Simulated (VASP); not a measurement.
Here is a VASP 6.6.1 calculation.

Contents of INCAR:

```
PREC = Accurate
ENCUT = 500
EDIFF = 1E-7
ISMEAR = 0
SIGMA = 0.1
LREAL = F
LASPH = T
NELM = 120
ALGO = Normal
ISIF = 3
LWAVE = F
LCHARG = F
GGA = PE
IBRION = 2
NSW = 90
EDIFFG = -0.04
GGA_COMPAT = F
NELMIN = 4
```

File KPOINTS:

```
Automatic mesh
0
Gamma
  6 6 6
```

The input POSCAR:

```
Si2Sn
1.0
    0.0000000000      3.0061132044      3.0061132044
    3.0061132044      0.0000000000      3.0061132044
    3.0061132044      3.0061132044      0.0000000000
Si Sn
2 1
Direct
    0.2500000000      0.2500000000      0.2500000000
    0.7500000000      0.7500000000      0.7500000000
    0.0000000000      0.0000000000      0.0000000000
```

Potentials or basis: VASP PAW PBE potentials, release 64 (Si, Sn_d).

Command:

```sh
$ cat potpaw_PBE.64/Si/POTCAR potpaw_PBE.64/Sn_d/POTCAR > POTCAR
$ mpirun -np 1 vasp_std > vasp.out
```

**Question.** Predict the relaxed cell.

**Answer.** a = 4.654 Å, b = 4.654 Å, c = 4.654 Å, α = 60.00°, β = 60.00°, γ = 60.00°.

**Question.** What does it give for the space group after relaxing (to 0.05 Å)?

**Answer.** Fm-3m (No. 225).

The path:
| step | energy change (eV) | largest force (eV/Å) | pressure (GPa) | volume (Å³) |
| --- | --- | --- | --- | --- |
| 1 | 0.0000 | 0.0000 | 25.34 | 54.33 |
| 2 | -0.8913 | 0.0000 | -4.85 | 80.11 |
| 3 | -1.0381 | 0.0000 | 0.32 | 70.78 |
| 4 | -1.0385 | 0.0000 | -0.04 | 71.27 |

Caveat: the volume moved by over 15 % at a fixed basis, so the end points are rough.
